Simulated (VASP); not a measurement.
Write the native input for VASP 6.6.1 that does the following.

| Quantity | Value |
| --- | --- |
| Task | single point |
| Functional | PBE |
| Potentials or basis | VASP PAW PBE potentials, release 64 (Cd, Se) |
| Cutoff | 520 eV |
| k mesh | 6 × 6 × 4 |
| Occupations | fermi-dirac, width 0.02 eV |
| Spin | no spin polarisation |
| Dipole correction | no |
| Further INCAR settings | ALGO = Normal; EDIFF = 1e-06; NBANDS = 26 |

The structure of CdSe (Cadmoselite) lies in POSCAR:

```
CdSe
1.0
    4.3833796022      0.0000000000      0.0000000000
   -2.1916898011      3.7961180899      0.0000000000
    0.0000000000      0.0000000000      7.1535454853
Cd Se
2 2
Direct
    0.3333333333      0.6666666667      0.0045810694
    0.6666666667      0.3333333333      0.5045810694
    0.3333333333      0.6666666667      0.3804189306
    0.6666666667      0.3333333333      0.8804189306
```

One way to write it, as run:

INCAR

```
PREC = Accurate
ENCUT = 520
EDIFF = 1E-6
ISMEAR = -1
SIGMA = 0.02
LREAL = F
LASPH = T
NELM = 100
ALGO = Normal
ISIF = 2
LWAVE = F
LCHARG = F
GGA = PE
NBANDS = 26
```

KPOINTS

```
regular mesh
0
Gamma
  6 6 4
```

Potentials or basis: VASP PAW PBE potentials, release 64 (Cd, Se).

Run with:

```bash
$ cat potpaw_PBE.64/Cd/POTCAR potpaw_PBE.64/Se/POTCAR > POTCAR
$ mpirun -np 1 vasp_std > vasp.out
```

It gave:

- Pressure: 0.2 GPa
- Largest force: 0.003 eV/Å
- Band gap on the k mesh: 0.54 eV, direct

Run time: 42 s on 1 thread of Intel(R) Xeon(R) Platinum 8375C CPU @ 2.90GHz (Ice Lake) (shared host), peak memory 0.27 GiB.
